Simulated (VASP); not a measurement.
Write the native input for VASP 6.6.1 that does the following.

```
Task                   : single point
Functional             : LDA
Potentials or basis    : VASP PAW LDA potentials, release 64 (Ir)
Cutoff                 : 520 eV
k mesh                 : 24 × 24 × 24
Occupations            : fermi-dirac, width 0.1 eV
Spin                   : no spin polarisation
Dipole correction      : no
Further INCAR settings : ALGO = Normal; EDIFF = 1e-07; NBANDS = 10
```

The structure of Ir lies in POSCAR:

```
Ir
1.0
    0.0000000000      1.8843931462      1.8843931462
    1.8843931462      0.0000000000      1.8843931462
    1.8843931462      1.8843931462      0.0000000000
Ir
1
Direct
    0.0000000000      0.0000000000      0.0000000000
```

One way to write it, as run:

INCAR

```
SYSTEM = Ir
ALGO = Normal
EDIFF = 1E-7
ENCUT = 520
GGA = CA
ISIF = 2
ISMEAR = -1
LASPH = .TRUE.
LCHARG = .FALSE.
LREAL = .FALSE.
LWAVE = .FALSE.
NBANDS = 10
NELM = 80
PREC = Accurate
SIGMA = 0.1
```

KPOINTS

```
k-points
0
G
  24 24 24
  0 0 0
```

Potentials or basis: VASP PAW LDA potentials, release 64 (Ir).

The run is started by

```bash
$ cat potpaw_LDA.64/Ir/POTCAR > POTCAR
$ mpirun -np 1 vasp_std > vasp.out
```

Results of the run:

- Pressure: 18.1 GPa
- Band gap on the k mesh: zero (an odd number of electrons rules out a gap without spin polarisation)

Caveat: the cell stands under pressure; spin-orbit coupling is left out, which moves the levels of the heavy elements.

It took 23 s on 1 thread of AMD EPYC 9R45 96-Core Processor (Zen 5), on a shared host, peak memory 0.14 GiB.
